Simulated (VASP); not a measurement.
Wanted: the native input for a VASP 6.6.1 run.

```yaml
Task: single point
Functional: PBE
Potentials_or_basis: VASP PAW PBE potentials, release 64 (B, N)
Cutoff: 520 eV
k_mesh: 12 × 12 × 6
Occupations: gaussian, width 0.05 eV
Spin: no spin polarisation
Dipole_correction: no
Further_INCAR_settings: ALGO = Normal; EDIFF = 1e-06; NBANDS = 16
```

The structure of BN lies in POSCAR:

```
BN
1.0
    2.5539396017      0.0000000000      0.0000000000
   -1.2769698009      2.2117765748      0.0000000000
    0.0000000000      0.0000000000      4.2268550000
B N
2 2
Direct
    0.6666666667      0.3333333333      0.9997240000
    0.3333333333      0.6666666667      0.4997240000
    0.6666666667      0.3333333333      0.6725925036
    0.3333333333      0.6666666667      0.1252760000
```

This cell differs from its parent crystal: atom 3 (N) moved by (+0.000, +0.200) A along [1 1 0] and z.

These files were run (other wordings do the same):

INCAR

```
  PREC = Accurate
  ENCUT = 520
  EDIFF = 1E-6
  ISMEAR = 0
  SIGMA = 0.05
  LREAL = F
  LASPH = T
  NELM = 60
  ALGO = Normal
  ISIF = 2
  LWAVE = F
  LCHARG = F
  GGA = PE
  NBANDS = 16
```

KPOINTS

```
Automatic mesh
0
Gamma
  12 12 6
```

Potentials or basis: VASP PAW PBE potentials, release 64 (B, N).

Run with:

```bash
$ cat potpaw_PBE.64/B/POTCAR potpaw_PBE.64/N/POTCAR > POTCAR
$ mpirun -np 1 vasp_std > vasp.out
```

It gave:

```json
{"Pressure": "8.3 GPa", "Largest force": "9.651 eV/Å", "Band gap on the k mesh": "3.38 eV, indirect (least direct gap 7.14 eV)"}
```

Caveat: the cell differs from its parent crystal (atom 3 (N) moved by (+0.000, +0.200) A along [1 1 0] and z); forces of over 1 eV/Å act on the atoms, so gaps and moduli don't describe the material at rest.

It took 22 s on 1 thread of AMD EPYC 9R45 96-Core Processor (Zen 5) (shared host), peak memory 0.12 GiB.
